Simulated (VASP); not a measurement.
# Ag (R-3m) in VASP: settings compared, part 2 of 2

VASP 6.6.1. Earlier steps stand in the parts before.

### 3 Single point, PBE

This run uses another cell than the first one, of 18.05 Å³/atom, 1.131 times its volume.

The input, INCAR:

```
ALGO = Normal
EDIFF = 1E-6
ENCUT = 520
GGA = PE
ISIF = 2
ISMEAR = 0
LASPH = T
LCHARG = F
LREAL = F
LWAVE = F
NBANDS = 24
NELM = 60
PREC = Accurate
SIGMA = 0.1
```

The input, KPOINTS:

```
k-points
0
Gamma
  6 6 6
```

The input, POSCAR:

```
Ag
1.0
    1.4730471633      0.8504641762      7.2046500000
   -1.4730471633      0.8504641762      7.2046500000
    0.0000000000     -1.7009283525      7.2046500000
Ag
3
Direct
    0.0000000000      0.0000000000      0.0000000000
    0.7777190000      0.7777190000      0.7777190000
    0.2222810000      0.2222810000      0.2222810000
```

Potentials or basis: VASP PAW PBE potentials, release 64 (Ag).

On the command line:

```
$ cat potpaw_PBE.64/Ag/POTCAR > POTCAR
$ mpirun -np 1 vasp_std > vasp.out
```

OUTCAR:

```text
EDIFF = 1E-6
   ENCUT = 520
   GGA = PE
   ISIF = 2
   ISMEAR = 0
   LASPH = T
   LREAL = F
   NELM = 60
   PREC = Accurate

 ion  position               nearest neighbor table
   1  0.000  0.000  0.000-   2 2.94   3 2.94   2 2.94   2 2.94   3 2.94   3 2.94
   2  0.778  0.778  0.778-   1 2.94   1 2.94   1 2.94   3 2.94   3 2.94   3 2.94
   3  0.222  0.222  0.222-   1 2.94   1 2.94   1 2.94   2 2.94   2 2.94   2 2.94

  LATTYP: Found a trigonal (rhomboedric) cell.
 ALAT       =     7.4027115899
 COS(alpha) =     0.9208079399

  Lattice vectors:

 A1 = (   1.4730471633,   0.8504641762,   7.2046500000)
 A2 = (  -1.4730471633,   0.8504641762,   7.2046500000)
 A3 = (   0.0000000000,  -1.7009283525,   7.2046500000)

Analysis of symmetry for initial positions (statically):
=====================================================================
 Subroutine PRICEL returns:
 Original cell was already a primitive cell.

 Routine SETGRP: Setting up the symmetry group for a
 trigonal (rhombohedral) supercell.

 Subroutine GETGRP returns: Found 12 space group operations
 (whereof 12 operations were pure point group operations)
 out of a pool of 12 trial point group operations.

The static configuration has the point symmetry D_3d.

Analysis of symmetry for dynamics (positions and initial velocities):
=====================================================================
 Subroutine PRICEL returns:
 Original cell was already a primitive cell.

 Routine SETGRP: Setting up the symmetry group for a
 trigonal (rhombohedral) supercell.

 Subroutine GETGRP returns: Found 12 space group operations
 (whereof 12 operations were pure point group operations)
 out of a pool of 12 trial point group operations.

The dynamic configuration has the point symmetry D_3d.

 Subroutine INISYM returns: Found 12 space group operations
 (whereof 12 operations are pure point group operations),
 and found     1 'primitive' translations

----------------------------------------------------------------------------------------

                                     Primitive cell

  volume of cell :      54.1548

  direct lattice vectors                    reciprocal lattice vectors
     1.473047163  0.850464176  7.204650000     0.339432445  0.195971413  0.046266416
    -1.473047163  0.850464176  7.204650000    -0.339432445  0.195971413  0.046266416
     0.000000000 -1.700928353  7.204650000     0.000000000 -0.391942827  0.046266416

  length of vectors
     7.402711590  7.402711590  7.402711590     0.394664111  0.394664111  0.394664111

  position of ions in fractional coordinates (direct lattice)
     0.000000000  0.000000000  0.000000000
     0.777719000  0.777719000  0.777719000
     0.222281000  0.222281000  0.222281000

  ion indices of the primitive-cell ions
   primitive index   ion index
                 1           1
                 2           2
                 3           3

----------------------------------------------------------------------------------------

 KPOINTS: k-points

Automatic generation of k-mesh.
 Grid dimensions read from file:
 generate k-points for:    6    6    6

 Generating k-lattice:

  Cartesian coordinates                     Fractional coordinates (reciprocal lattice)
     0.056572074  0.032661902  0.007711069     0.166666667 -0.000000000 -0.000000000
    -0.056572074  0.032661902  0.007711069    -0.000000000  0.166666667 -0.000000000
     0.000000000 -0.065323804  0.007711069    -0.000000000 -0.000000000  0.166666667

  Length of vectors
     0.065777352  0.065777352  0.065777352

  Shift w.r.t. Gamma in fractional coordinates (k-lattice)
     0.000000000  0.000000000  0.000000000

 Subroutine IBZKPT returns following result:
 ===========================================

 Found     32 irreducible k-points:

 Following reciprocal coordinates:
            Coordinates               Weight
  0.000000  0.000000  0.000000      1.000000
  0.166667 -0.000000  0.000000      6.000000
  0.333333 -0.000000  0.000000      6.000000
  0.500000  0.000000  0.000000      3.000000
  0.166667  0.166667  0.000000      6.000000
  0.333333  0.166667  0.000000     12.000000
[... 16 lines left out ...]
  0.500000  0.500000  0.166667      6.000000
 -0.333333  0.500000  0.166667     12.000000
 [... further k-points ...]
   k-points           NKPTS =     32   k-points in BZ     NKDIM =     32   number of bands    NBANDS=     24
   number of dos      NEDOS =    301   number of ions     NIONS =      3
   total plane-waves  NPLWV = 175616
   dimension x,y,z NGX =    56 NGY =   56 NGZ =   56
   dimension x,y,z NGXF=   112 NGYF=  112 NGZF=  112
   ions per type =               3
   NGX,Y,Z   is equivalent  to a cutoff of  12.58, 12.58, 12.58 a.u.
   NGXF,Y,Z  is equivalent  to a cutoff of  25.15, 25.15, 25.15 a.u.
 SYSTEM =  unknown system
   PREC   = accura    normal or accurate (medium, high low for compatibility)
   ISTART =      0    job   : 0-new  1-cont  2-samecut
   ICHARG =      2    charge: 1-file 2-atom 10-const
   ISPIN  =      1    spin polarized calculation?
   LNONCOLLINEAR =      F non collinear calculations
   LSORBIT =      F    spin-orbit coupling
   LASPH  =      T    aspherical Exc in radial PAW
   ENCUT  =  520.0 eV  38.22 Ry    6.18 a.u.  13.76 13.76 13.76*2*pi/ulx,y,z
   NELM   =     60;   NELMIN=  2; NELMDL= -5     # of ELM steps
   EDIFF  = 0.1E-05   stopping-criterion for ELM
   LREAL  =      F    real-space projection
[... 7 lines left out ...]
   TEBEG  =    0.0;   TEEND  =   0.0 temperature during run
   PSTRESS=    0.0 pullay stress
   NELECT =      33.0000    total number of electrons
   NUPDOWN=      -1.0000    fix difference up-down
   EMIN   =  10.00;   EMAX   =-10.00  energy-range for DOS
   EFERMI =   0.00;   METHOD = LEGACY
   ISMEAR =     0;   SIGMA  =   0.10  broadening in eV -4-tet -1-fermi 0-gaus
   EFERMI_NEDOS =   21; number of points for ismear=-14 and -15
   IALGO  =     38    algorithm
   IMIX   =      4    mixing-type and parameters
     AMIX     =   0.40;   BMIX     =  1.00
     AMIX_MAG =   1.60;   BMIX_MAG =  1.00
  volume/ion in A,a.u.               =      18.05       121.82
  Fermi-wavevector in a.u.,A,eV,Ry     =   1.387929  2.622805 26.209536  1.926347
  Thomas-Fermi vector in A             =   2.512103
   LORBIT       =      0    0 simple, 1 ext, 2 COOP (PROOUT), +10 PAW based schemes
   GGA     = PE    functional components
   LHFCALC =     F    Hartree Fock is set to
   AEXX    =    0.0000 exact exchange contribution
   IVDW    =     0    specifies the selected vdW correction
   LEPSILON=     F    determine dielectric tensor
   LRPA    =     F    only Hartree local field effects (RPA)
 non-spin polarized calculation
 Gauss-broadening in eV      SIGMA  =   0.10
  energy-cutoff  :      520.00
  volume of cell :       54.15
 maximum number of plane-waves:      1494
   NGX = 27   NGY = 27   NGZ = 27

 number of electron      33.0000001 magnetization

 Free energy of the ion-electron system (eV)
  ---------------------------------------------------
  ext. energy  EPLUGINS =         0.00000000
  ---------------------------------------------------
  free energy    TOTEN  =        -8.03559092 eV

  energy without entropy =       -8.02956949  energy(sigma->0) =       -8.03258021

 E-fermi :   7.6193     XC(G=0): -11.8685

 val. band max:        7.5874402823   @ k =  -0.3333   0.5000   0.1667
 cond. band min:       7.6268805992   @ k =  -0.1667   0.1667   0.1667
 fundamental gap:      0.0394403169
 Fermi energy:         7.6193280683

 k-point     1 :       0.0000    0.0000    0.0000
  band No.  band energies     occupation
      1       0.3059      2.00000
      2       1.7344      2.00000
      3       1.7381      2.00000
      4       3.0569      2.00000
      5       3.0569      2.00000
      6       3.0717      2.00000
[... 16 lines left out ...]
     23      24.5351      0.00000
     24      25.5305      0.00000

 k-point     2 :       0.1667   -0.0000    0.0000
  band No.  band energies     occupation
      1       1.0055      2.00000
      2       2.1457      2.00000
      3       2.1545      2.00000
      4       2.7684      2.00000
      5       2.8697      2.00000
      6       2.9987      2.00000
[... 586 lines left out ...]
 k-point    24 :      -0.3333    0.5000    0.1667
  band No.  band energies     occupation
      1       1.9322      2.00000
      2       2.0855      2.00000
      3       2.1284      2.00000
      4       2.3999      2.00000
      5       2.6904      2.00000
      6       2.8918      2.00000
[... 16 lines left out ...]
     23      16.7064      0.00000
     24      18.0431      0.00000

 [... further k-points ...]

------------------------ aborting loop because EDIFF is reached ----------------------------------------

  FORCE on cell =-STRESS in cart. coord.  units (eV):
  Direction    XX          YY          ZZ          XY          YZ          ZX
  --------------------------------------------------------------------------------------
  -------------------------------------------------------------------------------------
  Total        0.0263163      0.0263163     -0.2809815      0.0000000      0.0000000     -0.0000000
  in kB        0.7785715      0.7785715     -8.3128795      0.0000000      0.0000000     -0.0000000
  external PRESSURE =      -2.2519121 kB  Pullay stress =       0.0000000 kB

 VOLUME and BASIS-vectors are now :
 -----------------------------------------------------------------------------
  energy-cutoff  :      520.00
  volume of cell :       54.15
      direct lattice vectors                 reciprocal lattice vectors
     1.473047163  0.850464176  7.204650000     0.339432445  0.195971413  0.046266416
    -1.473047163  0.850464176  7.204650000    -0.339432445  0.195971413  0.046266416
     0.000000000 -1.700928353  7.204650000     0.000000000 -0.391942827  0.046266416

 POSITION                                       TOTAL-FORCE (eV/Angst)
 -----------------------------------------------------------------------------------
      0.00000      0.00000      0.00000         0.000000      0.000000      0.000000
      0.00000     -0.00000     16.80958         0.000000     -0.000000      0.005848
      0.00000     -0.00000      4.80437         0.000000      0.000000     -0.005848
 -----------------------------------------------------------------------------------
    total drift:                               -0.000000     -0.000000      0.000000

  FREE ENERGIE OF THE ION-ELECTRON SYSTEM (eV)
  ---------------------------------------------------
  free  energy   TOTEN  =        -8.0355909245 eV

  energy  without entropy=       -8.0295694942  energy(sigma->0) =       -8.03258021
```

OSZICAR:

```text
N       E                     dE             d eps       ncg     rms          rms(c)
DAV:   1     0.207884284209E+03    0.20788E+03   -0.16366E+04  1544   0.132E+03
DAV:   2    -0.526540228131E+01   -0.21315E+03   -0.19770E+03  1584   0.304E+02
DAV:   3    -0.871161374081E+01   -0.34462E+01   -0.34332E+01  1864   0.453E+01
DAV:   4    -0.872502020159E+01   -0.13406E-01   -0.13406E-01  1720   0.273E+00
DAV:   5    -0.872516774403E+01   -0.14754E-03   -0.14754E-03  1856   0.307E-01    0.788E+00
DAV:   6    -0.805999337518E+01    0.66517E+00   -0.19168E+00  1712   0.128E+01    0.531E+00
DAV:   7    -0.804263237548E+01    0.17361E-01   -0.20875E-02  1808   0.148E+00    0.303E+00
DAV:   8    -0.803583747568E+01    0.67949E-02   -0.36708E-03  1792   0.120E+00    0.174E-01
DAV:   9    -0.803555612241E+01    0.28135E-03   -0.63733E-04  1752   0.687E-01    0.434E-02
DAV:  10    -0.803558644849E+01   -0.30326E-04   -0.13761E-04  1712   0.125E-01    0.196E-02
DAV:  11    -0.803558998657E+01   -0.35381E-05   -0.98680E-06  1888   0.575E-02    0.856E-03
DAV:  12    -0.803559105307E+01   -0.10665E-05   -0.16404E-06  1136   0.141E-02    0.132E-03
DAV:  13    -0.803559092452E+01    0.12855E-06   -0.10418E-07   904   0.276E-03
   1 F= -.80355909E+01 E0= -.80325802E+01  d E =-.602143E-02
```

Wall time 2.7 min (1 thread of Intel Xeon Platinum 8488C (Sapphire Rapids), shared host); peak memory 0.4 GiB.

Results:

* Free energy: -8.0356 eV
* Pressure: -0.2 GPa
* Largest force: 0.006 eV/Å

Forces on the atoms (eV/Å):
```
Ag   0.000  0.000  0.000
Ag   0.000  0.000  0.006
Ag   0.000  0.000 -0.006
```

Stress tensor (GPa, compression positive):
```
 0.08  0.00  0.00
 0.00  0.08  0.00
 0.00  0.00 -0.83
```

Caveat: the k points lie up to 0.41 Å⁻¹ apart.

### 4 Single point, BLYP

This run uses another cell than the first one, of 18.05 Å³/atom, 1.131 times its volume.

The input, INCAR:

```
PREC = Accurate ; ENCUT = 520
EDIFF = 1E-7 ; ISMEAR = 0
SIGMA = 0.1 ; LREAL = False
LASPH = True ; NELM = 80
ALGO = Fast ; ISIF = 2
LWAVE = False ; LCHARG = False
GGA = B5 ; ALDAX = 1.0
AGGAX = 1.0 ; AGGAC = 1.0
ALDAC = 0.0 ; NBANDS = 24
```

The input, KPOINTS:

```
Automatic mesh
0
Gamma
  6 6 6
```

POSCAR is that of step 3.

On the command line:

```
$ cat potpaw_PBE.64/Ag/POTCAR > POTCAR
$ mpirun -np 1 vasp_std > vasp.out
```

It took 3.8 min on 1 thread of Intel Xeon Platinum 8488C (Sapphire Rapids), shared host; peak memory 0.4 GiB.

It converged, with:

- Free energy: -6.1085 eV
- Pressure: 6.6 GPa
- Largest force: 0.008 eV/Å

Forces on the atoms (eV/Å):
```
Ag   0.000  0.000  0.000
Ag   0.000  0.000  0.008
Ag   0.000  0.000 -0.008
```

Stress tensor (GPa, compression positive):
```
6.88 0.00 0.00
0.00 6.88 0.00
0.00 0.00 5.99
```

Levels at points of the mesh, in eV from the Fermi level:
```csv
k point,band 15,band 16,band 17,band 18,band 19,band 20
"(0.00, 0.00, 0.00)",-3.24,-3.24,-3.08,-3.07,7.67,7.69
"(0.50, 0.00, 0.00)",-2.91,0.12,1.25,1.33,4.60,4.88
"(0.50, 0.50, 0.00)",-2.88,0.48,0.62,1.47,3.77,5.76
"(0.50, 0.50, 0.50)",-3.64,-3.09,-3.09,-0.07,3.26,13.93
```

Caveat: the k points lie up to 0.41 Å⁻¹ apart; the PAW data sets were made with another functional, which shifts forces and pressure a little.

### 5 Overview

```csv
level,cell,gap on the mesh (eV),pressure (GPa),largest force (eV/Å)
PBE,"a = 7.105 Å, angles 23.0°, 3 atoms",none,14.7,-
PBE,"a = 7.403 Å, angles 23.0°, 3 atoms",none,-0.2,0.01
BLYP,"a = 7.403 Å, angles 23.0°, 3 atoms",none,6.6,0.01
```

Alike in all rows: task single point; potentials or basis VASP PAW PBE potentials, release 64 (Ag); no spin polarisation; k mesh 6 × 6 × 6; cutoff (eV) 520; smearing gaussian 0.1 eV.

Caveats: all runs use coarse meshes; the PAW data sets were made with another functional, which shifts forces and pressure a little (some runs).

Total energies depend on the potentials used, so only differences within one code and one set of settings carry meaning.
